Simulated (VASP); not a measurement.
# HfSc2N2 (I4/mmm) in VASP: notebook

HfSc2N2 is run at these levels: PBE; tasks: single point.

All numbers are computed with VASP 6.6.1; they aren't measurements. Logs are shortened: lines on timing, memory, paths and dates and some standing lists are left out, and cuts for length are marked.

### Step 1. The cell of the first run

The structure is tetragonal, space group I4/mmm (No. 139). The conventional cell has a = 5.332 Å, b = 5.332 Å, c = 5.568 Å, α = 90.00°, β = 90.00°, γ = 90.00°. Hf (site symmetry 4/mmm) has 2 N at 2.10 Å within 2.8 Å. Within 3.6 Å of Sc (site symmetry -4m2) lie 8 N at 2.76 to 3.38 Å and 2 Sc at 2.78 Å and 4 Hf at 3.01 Å. N (site symmetry 4mm) has 1 N at 1.38 Å within 1.8 Å.

### Step 2. Single point, PBE

File INCAR:

```
  PREC = Accurate
  ENCUT = 520
  EDIFF = 1E-7
  ISMEAR = 0
  SIGMA = 0.1
  LREAL = False
  LASPH = True
  NELM = 60
  ALGO = Normal
  ISIF = 2
  LWAVE = False
  LCHARG = False
  GGA = PE
  NBANDS = 29
```

File KPOINTS:

```
Automatic mesh
0
Gamma
  4 4 4
```

File POSCAR:

```
HfSc2N2
1.0
   -2.6658057777      2.6658057777      2.7837977076
    2.6658057777     -2.6658057777      2.7837977076
    2.6658057777      2.6658057777     -2.7837977076
Hf Sc N
1 2 2
Direct
    0.5000000000      0.5000000000      0.0000000000
    0.2500000000      0.7500000000      0.5000000000
    0.7500000000      0.2500000000      0.5000000000
    0.1235700206      0.1235700206      0.0000000000
    0.8764299794      0.8764299794      0.0000000000
```

Potentials or basis: VASP PAW PBE potentials, release 64 (Hf_pv, Sc_sv, N).

Launch:

```console
cat potpaw_PBE.64/Hf_pv/POTCAR potpaw_PBE.64/Sc_sv/POTCAR potpaw_PBE.64/N/POTCAR > POTCAR
mpirun -np 1 vasp_std > vasp.out
```

OUTCAR:

```text
PREC = Accurate
   ENCUT = 520
   EDIFF = 1E-7
   ISMEAR = 0
   LREAL = False
   LASPH = True
   NELM = 60
   ISIF = 2
   GGA = PE

 ion  position               nearest neighbor table
   1  0.500  0.500  0.000-   4 2.10   5 2.10   2 3.01   3 3.01   2 3.01   3 3.01   2 3.01   3 3.01
                             2 3.01   3 3.01
   2  0.250  0.750  0.500-   3 2.78   3 2.78   1 3.01   1 3.01   1 3.01   1 3.01
   3  0.750  0.250  0.500-   2 2.78   2 2.78   1 3.01   1 3.01   1 3.01   1 3.01
   4  0.124  0.124  0.000-   5 1.38   1 2.10
   5  0.876  0.876  0.000-   4 1.38   1 2.10

  LATTYP: Found a body centered tetragonal cell.
 ALAT       =     5.3316115554
 C/A-ratio  =     1.0442612627

  Lattice vectors:

 A1 = (  -2.6658057777,   2.6658057777,   2.7837977076)
 A2 = (   2.6658057777,  -2.6658057777,   2.7837977076)
 A3 = (   2.6658057777,   2.6658057777,  -2.7837977076)

Analysis of symmetry for initial positions (statically):
=====================================================================
 Subroutine PRICEL returns:
 Original cell was already a primitive cell.

 Routine SETGRP: Setting up the symmetry group for a
 body centered tetragonal supercell.

 Subroutine GETGRP returns: Found 16 space group operations
 (whereof 16 operations were pure point group operations)
 out of a pool of 16 trial point group operations.

The static configuration has the point symmetry D_4h.

Analysis of symmetry for dynamics (positions and initial velocities):
=====================================================================
 Subroutine PRICEL returns:
 Original cell was already a primitive cell.

 Routine SETGRP: Setting up the symmetry group for a
 body centered tetragonal supercell.

 Subroutine GETGRP returns: Found 16 space group operations
 (whereof 16 operations were pure point group operations)
 out of a pool of 16 trial point group operations.

The dynamic configuration has the point symmetry D_4h.

 Subroutine INISYM returns: Found 16 space group operations
 (whereof 16 operations are pure point group operations),
 and found     1 'primitive' translations

----------------------------------------------------------------------------------------

                                     Primitive cell

  volume of cell :      79.1325

  direct lattice vectors                    reciprocal lattice vectors
    -2.665805778  2.665805778  2.783797708     0.000000000  0.187560551  0.179610752
     2.665805778 -2.665805778  2.783797708     0.187560551  0.000000000  0.179610752
     2.665805778  2.665805778 -2.783797708     0.187560551  0.187560551  0.000000000

  length of vectors
     4.686424070  4.686424070  4.686424070     0.259690166  0.259690166  0.265250675

  position of ions in fractional coordinates (direct lattice)
     0.500000000  0.500000000  0.000000000
     0.250000000  0.750000000  0.500000000
     0.750000000  0.250000000  0.500000000
     0.123570021  0.123570021  0.000000000
     0.876429979  0.876429979  0.000000000

  ion indices of the primitive-cell ions
   primitive index   ion index
                 1           1
                 2           2
                 3           3
                 4           4
                 5           5

----------------------------------------------------------------------------------------

 KPOINTS: Automatic mesh

Automatic generation of k-mesh.
 Grid dimensions read from file:
 generate k-points for:    4    4    4

 Generating k-lattice:

  Cartesian coordinates                     Fractional coordinates (reciprocal lattice)
     0.000000000  0.046890138  0.044902688     0.250000000  0.000000000  0.000000000
     0.046890138  0.000000000  0.044902688     0.000000000  0.250000000  0.000000000
     0.046890138  0.046890138  0.000000000     0.000000000  0.000000000  0.250000000

  Length of vectors
     0.064922542  0.064922542  0.066312669

  Shift w.r.t. Gamma in fractional coordinates (k-lattice)
     0.000000000  0.000000000  0.000000000

 Subroutine IBZKPT returns following result:
 ===========================================

 Found     13 irreducible k-points:

 Following reciprocal coordinates:
            Coordinates               Weight
  0.000000  0.000000  0.000000      1.000000
  0.250000  0.000000  0.000000      8.000000
  0.500000  0.000000  0.000000      4.000000
  0.250000  0.250000  0.000000      8.000000
  0.500000  0.250000  0.000000     16.000000
 -0.250000  0.250000  0.000000      4.000000
  0.500000  0.500000  0.000000      2.000000
  0.250000  0.250000  0.250000      2.000000
 -0.250000  0.250000  0.250000      4.000000
  0.500000  0.500000  0.250000      4.000000
 -0.250000  0.500000  0.250000      8.000000
 -0.250000 -0.250000  0.250000      2.000000
  0.500000  0.500000  0.500000      1.000000
   k-points           NKPTS =     13   k-points in BZ     NKDIM =     13   number of bands    NBANDS=     29
   number of dos      NEDOS =    301   number of ions     NIONS =      5
   total plane-waves  NPLWV =  46656
   dimension x,y,z NGX =    36 NGY =   36 NGZ =   36
   dimension x,y,z NGXF=    72 NGYF=   72 NGZF=   72
   ions per type =               1   2   2
   NGX,Y,Z   is equivalent  to a cutoff of  12.77, 12.77, 12.77 a.u.
   NGXF,Y,Z  is equivalent  to a cutoff of  25.54, 25.54, 25.54 a.u.
 SYSTEM =  unknown system
   PREC   = accura    normal or accurate (medium, high low for compatibility)
   ISTART =      0    job   : 0-new  1-cont  2-samecut
   ICHARG =      2    charge: 1-file 2-atom 10-const
   ISPIN  =      1    spin polarized calculation?
   LNONCOLLINEAR =      F non collinear calculations
   LSORBIT =      F    spin-orbit coupling
   LASPH  =      T    aspherical Exc in radial PAW
   ENCUT  =  520.0 eV  38.22 Ry    6.18 a.u.   8.71  8.71  8.71*2*pi/ulx,y,z
   NELM   =     60;   NELMIN=  2; NELMDL= -5     # of ELM steps
   EDIFF  = 0.1E-06   stopping-criterion for ELM
   LREAL  =      F    real-space projection
   EDIFFG = 0.1E-05   stopping-criterion for IOM
   NSW    =      0    number of steps for IOM
   IBRION =     -1    ionic relax: 0-MD 1-quasi-New 2-CG
   NFREE  =      0    steps in history (QN), initial steepest desc. (CG)
   ISIF   =      2    stress and relaxation
   ISYM   =      2    0-nonsym 1-usesym 2-fastsym
   POTIM  = 0.5000    time-step for ionic-motion
   TEBEG  =    0.0;   TEEND  =   0.0 temperature during run
   PSTRESS=    0.0 pullay stress
   NELECT =      42.0000    total number of electrons
   NUPDOWN=      -1.0000    fix difference up-down
   EMIN   =  10.00;   EMAX   =-10.00  energy-range for DOS
   EFERMI =   0.00;   METHOD = LEGACY
   ISMEAR =     0;   SIGMA  =   0.10  broadening in eV -4-tet -1-fermi 0-gaus
   EFERMI_NEDOS =   21; number of points for ismear=-14 and -15
   IALGO  =     38    algorithm
   IMIX   =      4    mixing-type and parameters
     AMIX     =   0.40;   BMIX     =  1.00
     AMIX_MAG =   1.60;   BMIX_MAG =  1.00
  volume/ion in A,a.u.               =      15.83       106.80
  Fermi-wavevector in a.u.,A,eV,Ry     =   1.325480  2.504793 23.904022  1.756896
  Thomas-Fermi vector in A             =   2.454937
   LORBIT       =      0    0 simple, 1 ext, 2 COOP (PROOUT), +10 PAW based schemes
   GGA     = PE    functional components
   LHFCALC =     F    Hartree Fock is set to
   AEXX    =    0.0000 exact exchange contribution
   IVDW    =     0    specifies the selected vdW correction
   LEPSILON=     F    determine dielectric tensor
   LRPA    =     F    only Hartree local field effects (RPA)
 non-spin polarized calculation
 Gauss-broadening in eV      SIGMA  =   0.10
  energy-cutoff  :      520.00
  volume of cell :       79.13
 maximum number of plane-waves:      2143
 NGX is ok and might be reduce to    36
   NGX = 17   NGY = 17   NGZ = 17

 number of electron      42.0000005 magnetization

 Free energy of the ion-electron system (eV)
  ---------------------------------------------------
  ext. energy  EPLUGINS =         0.00000000
  ---------------------------------------------------
  free energy    TOTEN  =       -38.63694605 eV

  energy without entropy =      -38.61706765  energy(sigma->0) =      -38.62700685

 E-fermi :   5.1713     XC(G=0): -10.9066

 val. band max:        5.1017252162   @ k =   0.0000   0.0000   0.0000
 cond. band min:       5.2067520729   @ k =   0.5000   0.2500   0.0000
 fundamental gap:      0.1050268566
 Fermi energy:         5.1713447026

 k-point     1 :       0.0000    0.0000    0.0000
  band No.  band energies     occupation
      1     -44.3376      2.00000
      2     -44.2077      2.00000
      3     -25.3084      2.00000
      4     -25.0352      2.00000
      5     -25.0352      2.00000
      6     -23.3960      2.00000
[... 21 lines left out ...]
     28       8.3504      0.00000
     29       8.3774      0.00000

 k-point     2 :       0.2500    0.0000    0.0000
  band No.  band energies     occupation
      1     -44.3189      2.00000
      2     -44.2269      2.00000
      3     -25.3190      2.00000
      4     -25.0416      2.00000
      5     -25.0302      2.00000
      6     -23.2695      2.00000
[... 21 lines left out ...]
     28       8.1147      0.00000
     29       8.1258      0.00000

 k-point     3 :       0.5000    0.0000    0.0000
  band No.  band energies     occupation
      1     -44.2732      2.00000
      2     -44.2729      2.00000
      3     -25.3299      2.00000
      4     -25.0481      2.00000
      5     -25.0238      2.00000
      6     -22.9846      2.00000
[... 21 lines left out ...]
     28       7.3862      0.00000
     29       7.3868      0.00000

 k-point     4 :       0.2500    0.2500    0.0000
  band No.  band energies     occupation
      1     -44.2747      2.00000
      2     -44.2714      2.00000
      3     -25.3300      2.00000
      4     -25.0362      2.00000
      5     -25.0360      2.00000
      6     -22.9842      2.00000
[... 245 lines left out ...]
     28       7.3309      0.00000
     29       7.7981      0.00000

 k-point    12 :      -0.2500   -0.2500    0.2500
  band No.  band energies     occupation
      1     -44.2763      2.00000
      2     -44.2697      2.00000
      3     -25.3166      2.00000
      4     -25.0490      2.00000
      5     -25.0490      2.00000
      6     -22.9888      2.00000
[... 21 lines left out ...]
     28       7.3576      0.00000
     29       8.0777      0.00000

 k-point    13 :       0.5000    0.5000    0.5000
  band No.  band energies     occupation
      1     -44.3309      2.00000
      2     -44.2141      2.00000
      3     -25.3111      2.00000
      4     -25.0650      2.00000
      5     -25.0650      2.00000
      6     -23.4120      2.00000
[... 21 lines left out ...]
     28       7.5876      0.00000
     29       7.6782      0.00000

------------------------ aborting loop because EDIFF is reached ----------------------------------------

  FORCE on cell =-STRESS in cart. coord.  units (eV):
  Direction    XX          YY          ZZ          XY          YZ          ZX
  --------------------------------------------------------------------------------------
  -------------------------------------------------------------------------------------
  Total       -0.1454998     -0.1454998     -0.1708783      0.0000000      0.0000000      0.0000000
  in kB       -2.9459023     -2.9459023     -3.4597339      0.0000000      0.0000000      0.0000000
  external PRESSURE =      -3.1171795 kB  Pullay stress =       0.0000000 kB

 VOLUME and BASIS-vectors are now :
 -----------------------------------------------------------------------------
  energy-cutoff  :      520.00
  volume of cell :       79.13
      direct lattice vectors                 reciprocal lattice vectors
    -2.665805778  2.665805778  2.783797708     0.000000000  0.187560551  0.179610752
     2.665805778 -2.665805778  2.783797708     0.187560551  0.000000000  0.179610752
     2.665805778  2.665805778 -2.783797708     0.187560551  0.187560551  0.000000000

 POSITION                                       TOTAL-FORCE (eV/Angst)
 -----------------------------------------------------------------------------------
      0.00000      0.00000      2.78380        -0.000000     -0.000000      0.000000
      2.66581      0.00000      1.39190        -0.000000     -0.000000      0.000000
      0.00000      2.66581      1.39190        -0.000000     -0.000000      0.000000
      0.00000      0.00000      0.68799         0.000000      0.000000      0.129221
      0.00000      0.00000      4.87961         0.000000      0.000000     -0.129221
 -----------------------------------------------------------------------------------
    total drift:                               -0.000000      0.000000     -0.000000

  FREE ENERGIE OF THE ION-ELECTRON SYSTEM (eV)
  ---------------------------------------------------
  free  energy   TOTEN  =       -38.6369460522 eV

  energy  without entropy=      -38.6170676488  energy(sigma->0) =      -38.62700685
```

Run time: 34 s. Hardware: 1 thread of Intel Xeon Platinum 8259CL at 2.50GHz (Skylake/Cascade Lake), shared host; peak memory 0.21 GiB.

What came out:

```yaml
Free_energy: -38.6369 eV
Pressure: -0.3 GPa
Largest_force: 0.129 eV/Å
Band_gap_on_the_k_mesh: zero (band 21 reaches 5.65 eV, above the bottom of band 22 at 4.63 eV)
```

Forces in eV/Å, atoms in the order of the input:
```
Hf   0.000  0.000  0.000
Sc   0.000  0.000  0.000
Sc   0.000  0.000  0.000
N    0.000  0.000  0.129
N    0.000  0.000 -0.129
```

Caveat: the k points lie up to 0.42 Å⁻¹ apart; spin-orbit coupling is left out, which moves the levels of the heavy elements.

### Step 3. Single point, PBE

This run uses another cell than the first one, of 18.70 Å³/atom, 1.181 times its volume.

File INCAR:

```
SYSTEM = HfSc2N2
  PREC = Accurate
  ENCUT = 520
  EDIFF = 1E-7
  ISMEAR = 0
  SIGMA = 0.1
  LREAL = .False.
  LASPH = .True.
  NELM = 60
  ALGO = Normal
  ISIF = 2
  LWAVE = .False.
  LCHARG = .True.
  GGA = PE
  LELF = .True.
  LVHAR = .True.
  NBANDS = 29
```

File KPOINTS:

```
Automatic mesh
0
Gamma
  4 4 4
  0 0 0
```

File POSCAR:

```
HfSc2N2
1.0
   -2.9921276500      2.9921276500      2.6106063800
    2.9921276500     -2.9921276500      2.6106063800
    2.9921276500      2.9921276500     -2.6106063800
Hf Sc N
1 2 2
Direct
    0.5000000000      0.5000000000      0.0000000000
    0.2500000000      0.7500000000      0.5000000000
    0.7500000000      0.2500000000      0.5000000000
    0.1697903300      0.1697903300      0.0000000000
    0.8302096700      0.8302096700      0.0000000000
```

Potentials or basis: VASP PAW PBE potentials, release 64 (Hf_pv, Sc_sv, N).

Launch:

```console
cat potpaw_PBE.64/Hf_pv/POTCAR potpaw_PBE.64/Sc_sv/POTCAR potpaw_PBE.64/N/POTCAR > POTCAR
mpirun -np 1 vasp_std > vasp.out
```

It took 54 s on 1 thread of Intel Xeon Platinum 8259CL at 2.50GHz (Skylake/Cascade Lake), shared host; peak memory 0.25 GiB.

Results (log left out):

```yaml
Free_energy: -33.7185 eV
Pressure: 15.7 GPa
Largest_force: 13.609 eV/Å
Band_gap_on_the_k_mesh: zero (band 21 reaches 4.06 eV, above the bottom of band 22 at 3.13 eV)
```

Forces in eV/Å, atoms in the order of the input:
```
Hf    0.000   0.000   0.000
Sc    0.000   0.000   0.000
Sc    0.000   0.000   0.000
N     0.000   0.000 -13.609
N     0.000   0.000  13.609
```

Stress tensor (GPa, compression positive):
```
-10.84   0.00   0.00
  0.00 -10.84   0.00
  0.00   0.00  68.85
```

Levels at points of the mesh, in eV from the Fermi level:
```
           k point  band 19  band 20  band 21  band 22  band 23  band 24
(0.00, 0.00, 0.00)    -3.38    -1.11    -0.46    -0.46    -0.34     0.10
(0.50, 0.00, 0.00)    -1.55    -0.12     0.47     0.56     0.75     1.24
(0.50, 0.50, 0.00)    -2.01    -1.07    -0.56    -0.20     1.14     1.78
(0.50, 0.50, 0.50)    -1.82    -1.01    -0.02    -0.02     0.62     1.78
```

Caveat: the k points lie up to 0.40 Å⁻¹ apart; spin-orbit coupling is left out, which moves the levels of the heavy elements; forces of over 1 eV/Å act on the atoms, so gaps and moduli don't describe the material at rest.
